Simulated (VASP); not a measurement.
# SiW2 (P4/nmm) in VASP: notebook, part 2 of 2

VASP 6.6.1. Earlier steps stand in the parts before.

### 3 Relaxation of cell and atoms, PBE

INCAR

```
  ALGO = Fast
  EDIFF = 1E-6
  EDIFFG = -0.01
  ENCUT = 600
  GGA = PE
  IBRION = 2
  ISIF = 3
  ISMEAR = 0
  LASPH = True
  LCHARG = False
  LREAL = False
  LWAVE = False
  NELM = 80
  NSW = 100
  PREC = Accurate
  SIGMA = 0.1
```

KPOINTS

```
k-points
0
Gamma
  10 10 4
```

POSCAR

```
SiW2
1.0
    3.2042585620      0.0000000000      0.0000000000
    0.0000000000      3.2042585620      0.0000000000
    0.0000000000      0.0000000000      8.7223142941
Si W
2 4
Direct
    0.0000000000      0.5000000000      0.9193460114
    0.5000000000      0.0000000000      0.0806539886
    0.0000000000      0.5000000000      0.5880380034
    0.5000000000      0.0000000000      0.4119619966
    0.5000000000      0.0000000000      0.7740774548
    0.0000000000      0.5000000000      0.2259225452
```

Potentials or basis: VASP PAW PBE potentials, release 64 (Si, W_sv).

Command:

```console
cat potpaw_PBE.64/Si/POTCAR potpaw_PBE.64/W_sv/POTCAR > POTCAR
mpirun -np 1 vasp_std > vasp.out
```

OUTCAR:

```text
EDIFF = 1E-6
   EDIFFG = -0.01
   ENCUT = 600
   GGA = PE
   IBRION = 2
   ISIF = 3
   ISMEAR = 0
   LASPH = True
   LREAL = False
   NELM = 80
   NSW = 100
   PREC = Accurate

 ion  position               nearest neighbor table
   1  0.000  0.500  0.919-   5 2.60   5 2.60   5 2.60   5 2.60   2 2.67   2 2.67   2 2.67   2 2.67
                             6 2.67   3 2.89
   2  0.500  0.000  0.081-   6 2.60   6 2.60   6 2.60   6 2.60   1 2.67   1 2.67   1 2.67   1 2.67
                             5 2.67   4 2.89
   3  0.000  0.500  0.588-   4 2.74   4 2.74   4 2.74   4 2.74   5 2.79   5 2.79   5 2.79   5 2.79
                             1 2.89   6 3.16
   4  0.500  0.000  0.412-   3 2.74   3 2.74   3 2.74   3 2.74   6 2.79   6 2.79   6 2.79   6 2.79
                             2 2.89   5 3.16
   5  0.500  0.000  0.774-   1 2.60   1 2.60   1 2.60   1 2.60   2 2.67   3 2.79   3 2.79   3 2.79
                             3 2.79   4 3.16
   6  0.000  0.500  0.226-   2 2.60   2 2.60   2 2.60   2 2.60   1 2.67   4 2.79   4 2.79   4 2.79
                             4 2.79   3 3.16

  LATTYP: Found a simple tetragonal cell.
 ALAT       =     3.2042585620
 C/A-ratio  =     2.7221006437

  Lattice vectors:

 A1 = (   3.2042585620,   0.0000000000,   0.0000000000)
 A2 = (   0.0000000000,   3.2042585620,   0.0000000000)
 A3 = (   0.0000000000,   0.0000000000,   8.7223142941)

[... 194 lines left out ...]
  -------------------------------------------------------------------------------------
  Total       -0.0333986     -0.0333986      0.4054113      0.0000000     -0.0000000      0.0000000
  in kB       -0.5975202     -0.5975202      7.2530317      0.0000000     -0.0000000      0.0000000
  external PRESSURE =       2.0193305 kB  Pullay stress =       0.0000000 kB
[... 187 lines left out ...]
--------------------------------------- Ionic step        6  -------------------------------------------

 number of electron      63.9999998 magnetization

 Free energy of the ion-electron system (eV)
  ---------------------------------------------------
  ext. energy  EPLUGINS =         0.00000000
  ---------------------------------------------------
  free energy    TOTEN  =       -63.64364133 eV

  energy without entropy =      -63.63406512  energy(sigma->0) =      -63.63885322

 E-fermi :  11.3472     XC(G=0): -13.0355

 val. band max:       11.3385713094   @ k =   0.1000   0.1000   0.2500
 cond. band min:      11.3539577898   @ k =   0.3000   0.1000   0.0000
 fundamental gap:      0.0153864804
 Fermi energy:        11.3472200312

 k-point     1 :       0.0000    0.0000    0.0000
  band No.  band energies     occupation
      1     -62.9185      2.00000
      2     -62.8040      2.00000
      3     -62.5240      2.00000
      4     -62.5227      2.00000
      5     -27.3504      2.00000
      6     -27.2632      2.00000
[... 973 lines left out ...]
     37      13.4032      0.00000
     38      13.7252      0.00000

 [... further k-points ...]

------------------------ aborting loop because EDIFF is reached ----------------------------------------

  FORCE on cell =-STRESS in cart. coord.  units (eV):
  Direction    XX          YY          ZZ          XY          YZ          ZX
  --------------------------------------------------------------------------------------
  -------------------------------------------------------------------------------------
  Total        0.0044438      0.0044438     -0.0082768      0.0000000     -0.0000000      0.0000000
  in kB        0.0794618      0.0794618     -0.1480015      0.0000000     -0.0000000      0.0000000
  external PRESSURE =       0.0036407 kB  Pullay stress =       0.0000000 kB
[... 21 lines left out ...]
  FREE ENERGIE OF THE ION-ELECTRON SYSTEM (eV)
  ---------------------------------------------------
  free  energy   TOTEN  =       -63.6436413271 eV

  energy  without entropy=      -63.6340651203  energy(sigma->0) =      -63.63885322

 reached required accuracy - stopping structural energy minimisation
```

OSZICAR:

```text
N       E                     dE             d eps       ncg     rms          rms(c)
DAV:   1     0.829520243125E+03    0.82952E+03   -0.39984E+04  4788   0.208E+03
DAV:   2    -0.135432806351E+02   -0.84306E+03   -0.82403E+03  4900   0.619E+02
DAV:   3    -0.650017213957E+02   -0.51458E+02   -0.48657E+02  5796   0.132E+02
[... 60 lines left out ...]
   5 F= -.63643629E+02 E0= -.63638840E+02  d E =-.920630E-04
       N       E                     dE             d eps       ncg     rms          rms(c)
DAV:   1    -0.636436336951E+02   -0.44804E-05   -0.76310E-04  5768   0.317E-01    0.959E-03
RMM:   2    -0.636436404374E+02   -0.67424E-05   -0.82678E-05  5400   0.627E-02    0.434E-03
RMM:   3    -0.636436413271E+02   -0.88962E-06   -0.95368E-06  4510   0.198E-02
   6 F= -.63643641E+02 E0= -.63638853E+02  d E =-.118379E-04
```

CONTCAR:

```text
SiW2
   1.00000000000000
     3.2022842640241338    0.0000000000000000    0.0000000000000000
     0.0000000000000000    3.2022842640241338    0.0000000000000000
     0.0000000000000000    0.0000000000000000    8.7374794192664371
  Si              W
     2     4
Direct
     0.0000000000000000    0.5000000000000000    0.9194581073160889
     0.5000000000000000    0.0000000000000000    0.0805418926839111
     0.0000000000000000    0.5000000000000000    0.5884641835799135
     0.5000000000000000    0.0000000000000000    0.4115358164200864
     0.5000000000000000    0.0000000000000000    0.7740662202141418
     0.0000000000000000    0.5000000000000000    0.2259337797858581

  0.00000000E+00  0.00000000E+00  0.00000000E+00
  0.00000000E+00  0.00000000E+00  0.00000000E+00
  0.00000000E+00  0.00000000E+00  0.00000000E+00
  0.00000000E+00  0.00000000E+00  0.00000000E+00
  0.00000000E+00  0.00000000E+00  0.00000000E+00
  0.00000000E+00  0.00000000E+00  0.00000000E+00
```

It took 13 min on 1 thread of Intel Xeon Platinum 8488C (Sapphire Rapids), shared host; peak memory 0.37 GiB.

Results:

* Free energy: -63.6436 eV
* Relaxed volume: 14.93 Å³/atom
* Relaxed cell: a = 3.202 Å, b = 3.202 Å, c = 8.737 Å, α = 90.00°, β = 90.00°, γ = 90.00°
* Space group after relaxing (to 0.1 Å): P4/nmm (No. 129)
* Energy gained by relaxing: 0.1 meV/atom
* Ionic steps: 6
* Pressure after relaxing: 0.0 GPa
* Largest force after relaxing: 0.006 eV/Å
* Band gap on the k mesh: zero (bands 32 and 33 overlap by 0.46 eV)

Forces in eV/Å, atoms in the order of the input:
```
Si   0.000  0.000  0.006
Si   0.000  0.000 -0.006
W    0.000  0.000  0.000
W    0.000  0.000  0.000
W    0.000  0.000  0.002
W    0.000  0.000 -0.002
```

The path:
```tsv
step	energy change (eV)	largest force (eV/Å)	pressure (GPa)	volume (Å³)
1	0.0000	0.1097	0.20	89.55
2	-0.0002	0.0515	-0.56	89.80
3	-0.0007	0.0209	-0.25	89.69
4	-0.0005	0.0328	0.43	89.46
5	-0.0008	0.0125	0.01	89.60
6	-0.0008	0.0061	0.00	89.60
```

Final structure:
```cif
data_structure
_symmetry_space_group_name_H-M 'P 1'
_symmetry_Int_Tables_number 1
_cell_length_a 3.2023
_cell_length_b 3.2023
_cell_length_c 8.7375
_cell_angle_alpha 90.000
_cell_angle_beta 90.000
_cell_angle_gamma 90.000
_cell_volume 89.60
loop_
_atom_site_label
_atom_site_type_symbol
_atom_site_fract_x
_atom_site_fract_y
_atom_site_fract_z
_atom_site_occupancy
Si1 Si 0.00000 0.50000 0.91946 1
Si2 Si 0.50000 0.00000 0.08054 1
W1 W 0.00000 0.50000 0.58846 1
W2 W 0.50000 0.00000 0.41154 1
W3 W 0.50000 0.00000 0.77407 1
W4 W 0.00000 0.50000 0.22593 1
```

Caveat: spin-orbit coupling is left out, which moves the levels of the heavy elements.
